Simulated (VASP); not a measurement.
A run of VASP 6.6.1:

File INCAR:

```
SYSTEM = PbO2
ALGO = Normal
EDIFF = 1E-7
ENCUT = 520
GGA = PS
ISIF = 2
ISMEAR = 0
LASPH = .True.
LCHARG = .False.
LREAL = .False.
LWAVE = .False.
NBANDS = 35
NELM = 60
PREC = Accurate
SIGMA = 0.1
```

KPOINTS

```
k-points
0
Gamma
  8 8 10
  0 0 0
```

File POSCAR:

```
PbO2
1.0
    4.9223017899      0.0000000000      0.0000000000
    0.0000000000      5.0466765895      0.0000000000
    0.0000000000      0.0000000000      3.4126316228
Pb O
2 4
Direct
    0.0000000000      0.0000000000      0.0000000000
    0.5000000000      0.5000000000      0.5000000000
    0.2902238795      0.3243990437      0.0000000000
    0.2097761205      0.8243990437      0.5000000000
    0.7097761205      0.6756009563      0.0000000000
    0.7902238795      0.1756009563      0.5000000000
```

Potentials or basis: VASP PAW PBE potentials, release 64 (Pb_d, O).

The run is started by

```bash
$ cat potpaw_PBE.64/Pb_d/POTCAR potpaw_PBE.64/O/POTCAR > POTCAR
$ mpirun -np 1 vasp_std > vasp.out
```

Hardware: 1 thread of Intel(R) Xeon(R) Platinum 8259CL CPU @ 2.50GHz (Skylake/Cascade Lake), with other jobs on the host.

Estimate the wall time of this run.

Wall time 7.1 min on 1 thread of Intel(R) Xeon(R) Platinum 8259CL CPU @ 2.50GHz (Skylake/Cascade Lake) (shared host), peak memory 0.45 GiB. Counts: scf iterations 15, k points 150.
